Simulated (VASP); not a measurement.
Wanted: the native input for a VASP 6.6.1 run.

```
Task                   : single point
Functional             : PBEsol
Potentials or basis    : VASP PAW PBE potentials, release 64 (Ti_sv, H, C)
Cutoff                 : 520 eV
k mesh                 : 15 × 15 × 15
Occupations            : gaussian, width 0.1 eV
Spin                   : no spin polarisation
Dipole correction      : no
Further INCAR settings : ALGO = Normal; EDIFF = 1e-06; NBANDS = 22
```

The structure of Ti2HC lies in POSCAR:

```
Ti2HC
1.0
    1.5084270261      0.8708907496      5.1029993177
   -1.5084270261      0.8708907496      5.1029993177
    0.0000000000     -1.7417814992      5.1029993177
Ti H C
2 1 1
Direct
    0.7314755157      0.7314755157      0.7314755157
    0.2685244843      0.2685244843      0.2685244843
    0.0000000000      0.0000000000      0.0000000000
    0.5000000000      0.5000000000      0.5000000000
```

This cell differs from its parent crystal: strained and its atoms moved.

These files were run (other wordings do the same):

INCAR

```
SYSTEM = Ti2HC
ALGO = Normal ; EDIFF = 1E-6
ENCUT = 520 ; GGA = PS
ISIF = 2 ; ISMEAR = 0
LASPH = .True. ; LCHARG = .False.
LREAL = .False. ; LWAVE = .False.
NBANDS = 22 ; NELM = 80
PREC = Accurate ; SIGMA = 0.1
```

KPOINTS

```
k-points
0
Gamma
  15 15 15
  0 0 0
```

Potentials or basis: VASP PAW PBE potentials, release 64 (Ti_sv, H, C).

Run with:

```console
$ cat potpaw_PBE.64/Ti_sv/POTCAR potpaw_PBE.64/H/POTCAR potpaw_PBE.64/C/POTCAR > POTCAR
$ mpirun -np 1 vasp_std > vasp.out
```

Results of the run:

```json
{
 "Pressure": "-8.9 GPa",
 "Largest force": "6.231 eV/Å",
 "Band gap on the k mesh": "zero (an odd number of electrons rules out a gap without spin polarisation)"
}
```

Caveat: the cell differs from its parent crystal (strained and its atoms moved); the cell stands under tension; the PAW data sets were made with another functional, which shifts forces and pressure a little.

Run time: 8.8 min on 1 thread of Intel(R) Xeon(R) Platinum 8259CL CPU @ 2.50GHz (Skylake/Cascade Lake), with other jobs on the host, peak memory 0.45 GiB.
